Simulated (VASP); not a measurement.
Set up this calculation in VASP 6.6.1, as the native input.

| Item | Value |
| --- | --- |
| Task | single point |
| Functional | PBE |
| Potentials or basis | VASP PAW PBE potentials, release 64 (Sr_sv, Ti_sv, O) |
| Cutoff | 520 eV |
| k mesh | 8 × 8 × 8 |
| Occupations | gaussian, width 0.05 eV |
| Spin | no spin polarisation |
| Dipole correction | no |
| Further INCAR settings | ALGO = Normal; EDIFF = 1e-07; NBANDS = 28 |

The structure of SrTiO3 lies in POSCAR:

```
SrTiO3
1.0
    3.9364094381      0.0000000000      0.0000000000
    0.0000000000      3.9364094381      0.0000000000
    0.0000000000      0.0000000000      3.9364094381
Sr Ti O
1 1 3
Direct
    0.0267151876      0.0000000000      0.0000000000
    0.4836424431      0.5000000000      0.5000000000
   -0.0296744483      0.5000000000      0.5000000000
    0.4661530075      0.0000000000      0.5000000000
    0.4661530075      0.5000000000      0.0000000000
```

This cell differs from its parent crystal: atoms displaced along several vibrational modes.

One way to write it, as run:

INCAR

```
PREC     = Accurate       # precision mode
ENCUT    = 520            # plane-wave cutoff, eV
EDIFF    = 1E-7           # SCF threshold, eV
ISMEAR   = 0              # smearing method
SIGMA    = 0.05           # smearing width, eV
LREAL    = F              # projectors in reciprocal space
LASPH    = T              # aspherical terms in the spheres
NELM     = 80             # most SCF steps
ALGO     = Normal         # electronic algorithm
ISIF     = 2              # what is computed and relaxed
LWAVE    = F              # write WAVECAR
LCHARG   = T              # write CHGCAR
GGA      = PE             # functional
LELF     = T              # ELF
LVHAR    = T            
NBANDS   = 28             # bands
```

KPOINTS

```
regular mesh
0
Gamma
  8 8 8
```

Potentials or basis: VASP PAW PBE potentials, release 64 (Sr_sv, Ti_sv, O).

Launch:

```bash
$ cat potpaw_PBE.64/Sr_sv/POTCAR potpaw_PBE.64/Ti_sv/POTCAR potpaw_PBE.64/O/POTCAR > POTCAR
$ mpirun -np 1 vasp_std > vasp.out
```

It gave:

```yaml
Pressure: 1.8 GPa
Largest_force: 0.664 eV/Å
Band_gap_on_the_k_mesh: 1.82 eV (least direct gap 2.21 eV)
```

Caveat: the cell differs from its parent crystal (atoms displaced along several vibrational modes).

Run time: 63 s on 1 thread of Intel(R) Xeon(R) 6975P-C (Granite Rapids), on a shared host, peak memory 0.26 GiB.
